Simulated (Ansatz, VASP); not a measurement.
# GaN in VASP and in Ansatz

The input INCAR:

```
  PREC = Accurate
  ENCUT = 600
  EDIFF = 1E-6
  ISMEAR = 0
  SIGMA = 0.01
  LREAL = False
  LASPH = True
  NELM = 120
  ALGO = Normal
  ISIF = 2
  LWAVE = False
  LCHARG = True
  GGA = PE
  LELF = True
  LVHAR = True
  NBANDS = 26
  GGA_COMPAT = False
```

Contents of KPOINTS:

```
regular mesh
0
Gamma
  12 12 4
```

The input POSCAR:

```
GaN
1.0
    3.1800000000      0.0000000000      0.0000000000
   -1.5900000000      2.7539600000      0.0000000000
    0.0000000000      0.0000000000      5.1660000000
Ga N
2 2
Direct
    0.3333333333      0.6666666667      0.0000000000
    0.6666666667      0.3333333333      0.5000000000
    0.3333333333      0.6666666667      0.3750000000
    0.6666666667      0.3333333333      0.8750000000
```

Input for Ansatz:

```yaml
crystal:
  lattice:
    - [3.18, 0.0, 0.0]
    - [-1.59, 2.75396, 0.0]
    - [0.0, 0.0, 5.166]
  atoms:
    - { symbol: Ga, position: [0.3333333333333333, 0.6666666666666666, 0.0] }
    - { symbol: Ga, position: [0.6666666666666666, 0.3333333333333333, 0.5] }
    - { symbol: "N", position: [0.3333333333333333, 0.6666666666666666, 0.375] }
    - { symbol: "N", position: [0.6666666666666666, 0.3333333333333333, 0.875] }
kpoints:
  mp_grid:
    grid: [12, 12, 4]
hamiltonian:
  xc: pbe
  pseudopotentials:
    kind: paw
scf:
  occupations:
    method: fixed
output:
  stress: true
```

Alike in both runs: task single point; functional PBE; k mesh 12 × 12 × 4; no spin polarisation.

|  | VASP | Ansatz |
| --- | --- | --- |
| version | VASP 6.6.1 | Ansatz 0.2.0 |
| potentials or method | VASP PAW PBE potentials, release 64 (Ga_d, N) | plane waves, PAW |
| plane-wave cutoff (eV) | 600 | 420 |
| occupations | gaussian, width 0.01 eV | fixed |
| valence electrons in the cell | 36 | 36 |

VASP gave:

```
pressure (GPa)                                                : 7.2
traceless stress, the component that is largest in VASP (GPa) : 1.44
```

Estimate Ansatz's values.

pressure (GPa): 7.3; traceless stress, the component that is largest in VASP (GPa): 1.43.
